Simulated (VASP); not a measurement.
Input of a VASP 6.6.1 run:

File INCAR:

```
ALGO = Normal ; EDIFF = 1E-7
ENCUT = 520 ; GGA = PE
ISIF = 2 ; ISMEAR = 0
IVDW = 12 ; LASPH = T
LCHARG = F ; LREAL = F
LWAVE = F ; NBANDS = 32
NELM = 80 ; PREC = Accurate
SIGMA = 0.01
```

Contents of KPOINTS:

```
k-points
0
Gamma
  12 12 12
```

The input POSCAR:

```
Bi2Se3
1.0
    2.0703280692      1.1953044681      9.5112789371
   -2.0703280692      1.1953044681      9.5112789371
    0.0000000000     -2.3906089362      9.5112789371
Bi Se
2 3
Direct
    0.4007810608      0.4007810608      0.4007810608
    0.5992189392      0.5992189392      0.5992189392
    0.0000000000      0.0000000000      0.0000000000
    0.2106961066      0.2106961066      0.2106961066
    0.7893038934      0.7893038934      0.7893038934
```

Potentials or basis: VASP PAW PBE potentials, release 64 (Bi_d, Se).

Run with:

```bash
$ cat potpaw_PBE.64/Bi_d/POTCAR potpaw_PBE.64/Se/POTCAR > POTCAR
$ mpirun -np 1 vasp_std > vasp.out
```

Estimate the dispersion energy per atom.

-0.402 eV.

Estimate the band gap on the k mesh.

0.17 eV.

What does it give for the largest force?

0.010 eV/Å.

Predict the pressure.

0.0 GPa.

Forces on the atoms (eV/Å):
```
Bi   0.000  0.000 -0.010
Bi   0.000  0.000  0.010
Se   0.000  0.000  0.000
Se   0.000  0.000 -0.010
Se   0.000  0.000  0.010
```

Caveat: spin-orbit coupling is left out, which moves the levels of the heavy elements. A k mesh can miss the band edges.
